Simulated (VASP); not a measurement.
Wanted: the native input for a VASP 6.6.1 run.

* Task: single point
* Functional: LDA
* Potentials or basis: VASP PAW LDA potentials, release 64 (Ir_sv_GW, Tc_sv)
* Cutoff: 560 eV
* k mesh: 7 × 7 × 7
* Occupations: gaussian, width 0.05 eV
* Spin: no spin polarisation
* Dipole correction: no
* Further INCAR settings: ALGO = Normal; EDIFF = 1e-06; NBANDS = 23

The structure of TcIr lies in POSCAR:

```
TcIr
1.0
    3.0596646846      0.0000000000      0.0000000000
    0.0000000000      3.0596646846      0.0000000000
    0.0000000000      0.0000000000      3.0596646846
Ir Tc
1 1
Direct
    0.0000000000      0.0000000000      0.0000000000
    0.5000000000      0.5000000000      0.5000000000
```

The input as run:

INCAR

```
ALGO     = Normal         # electronic algorithm
EDIFF    = 1E-6           # SCF threshold, eV
ENCUT    = 560            # plane-wave cutoff, eV
GGA_COMPAT= False        
ISIF     = 2              # what is computed and relaxed
ISMEAR   = 0              # smearing method
LASPH    = True           # aspherical terms in the spheres
LCHARG   = False          # write CHGCAR
LREAL    = False          # projectors in reciprocal space
LWAVE    = False          # write WAVECAR
NBANDS   = 23             # bands
NELM     = 120            # most SCF steps
PREC     = Accurate       # precision mode
SIGMA    = 0.05           # smearing width, eV
```

KPOINTS

```
k-points
0
Gamma
  7 7 7
```

Potentials or basis: VASP PAW LDA potentials, release 64 (Ir_sv_GW, Tc_sv).

Launch:

```console
$ cat potpaw_LDA.64/Ir_sv_GW/POTCAR potpaw_LDA.64/Tc_sv/POTCAR > POTCAR
$ mpirun -np 1 vasp_std > vasp.out
```

Results of the run:

The pressure is -3.6 GPa and the band gap on the k mesh is zero (bands 16 and 17 overlap by 1.68 eV).

Caveat: the cell stands under tension; spin-orbit coupling is left out, which moves the levels of the heavy elements.

Run time: 16 s on 1 thread of AMD EPYC 7R43 64-Core Processor (Zen 3), on a shared host, peak memory 0.1 GiB.
